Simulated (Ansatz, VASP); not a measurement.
# Si: VASP beside Ansatz

Contents of INCAR:

```
SYSTEM = Si
PREC     = Accurate       ! precision mode
ENCUT    = 520            ! plane-wave cutoff, eV
EDIFF    = 1E-6           ! SCF threshold, eV
ISMEAR   = -1             ! smearing method
SIGMA    = 0.1            ! smearing width, eV
LREAL    = .False.        ! projectors in reciprocal space
LASPH    = .True.         ! aspherical terms in the spheres
NELM     = 150            ! most SCF steps
ALGO     = Normal         ! electronic algorithm
ISIF     = 2              ! what is computed and relaxed
LWAVE    = .False.        ! write WAVECAR
LCHARG   = .True.         ! write CHGCAR
ISPIN    = 2              ! spin polarisation
MAGMOM   = -0.06 -0.59    ! initial moments
LORBIT   = 11             ! projections on sites
GGA      = PS             ! functional
LELF     = .True.         ! ELF
LVHAR    = .True.       
NBANDS   = 15             ! bands
```

File KPOINTS:

```
Automatic mesh
0
Gamma
  8 8 8
  0 0 0
```

Contents of POSCAR:

```
Si
1.0
    0.0000000000      2.7035831784      2.7035831784
    2.7035831784      0.0000000000      2.7035831784
    2.7035831784      2.7035831784      0.0000000000
Si
2
Direct
    0.5000000000      0.5000000000      0.5000000000
    0.7500000000      0.7500000000      0.7500000000
```

The input input.yaml:

```yaml
crystal:
  lattice:
    - [0.0, 2.7035831784, 2.7035831784]
    - [2.7035831784, 0.0, 2.7035831784]
    - [2.7035831784, 2.7035831784, 0.0]
  atoms:
    - { symbol: Si, position: [0.5, 0.5, 0.5], spin: -0.06 }
    - { symbol: Si, position: [0.75, 0.75, 0.75], spin: -0.59 }
kpoints:
  mp_grid: { grid: [8, 8, 8] }
scf:
  occupations: { method: fermi_dirac, width: 0.1 }
hamiltonian:
  xc: pbesol
  pseudopotentials:
    kind: all_electron
    lapw: { basis_error: 0.002 }
    relativity: none
magnetization:
  spin_polarized: true
output:
  forces: true
  stress: true
  eigenvalues: true
```

Change from the starting cell: volume scaled by 0.98.

Alike in both runs: task single point; functional PBEsol; k mesh 8 × 8 × 8; occupations fermi-dirac, width 0.1 eV; collinear spin.

```csv
,VASP,Ansatz
version,VASP 6.6.1,Ansatz 0.2.0
potentials or method,"VASP PAW PBE potentials, release 64 (Si), cutoff 520 eV","all-electron LAPW, non-relativistic"
```

VASP gave:

| Property | Result |
| --- | --- |
| gap on the k mesh at the Fermi level (eV) | 0.48 |
| least direct gap on the mesh (eV) | 2.52 |
| pressure (GPa) | 1.5 |
| net moment per atom (μB) | 0.00 |

Estimate Ansatz's values.

gap on the k mesh at the Fermi level (eV): 0.51; least direct gap on the mesh (eV): 2.53; pressure (GPa): 1.4; net moment per atom (μB): 0.00.

VASP's potentials were made for PBE, not for PBEsol. Ansatz ran all-electron here, and VASP with PAW potentials.

A gap of «none» marks a metal or a gap under the smearing width.
